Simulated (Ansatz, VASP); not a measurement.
# RbCl: VASP beside Ansatz

```xyz
2
Lattice="0.0000 3.3069 3.3069 3.3069 0.0000 3.3069 3.3069 3.3069 0.0000" Properties=species:S:1:pos:R:3 pbc="T T T"
Rb    3.3069    3.3069    3.3069
Cl    0.0000    0.0000    0.0000
```

Alike in both runs: task single point; functional RPBE; k mesh 6 × 6 × 6; occupations gaussian, width 0.05 eV; no spin polarisation.

|  | VASP | Ansatz |
| --- | --- | --- |
| version | VASP 6.6.1 | Ansatz 0.2.0 |
| potentials or method | VASP PAW PBE potentials, release 64 (Rb_sv, Cl), cutoff 500 eV | scalar-relativistic, plane waves, PAW |
| valence electrons in the cell | 16 | 16 |

Ansatz gave:

* gap on the k mesh at the Fermi level (eV): 5.30
* pressure (GPa): 2.0

Question: Which values does VASP return?

Answer: gap on the k mesh at the Fermi level (eV): 5.29; pressure (GPa): 2.0.

VASP's potentials were made for PBE, not for RPBE.
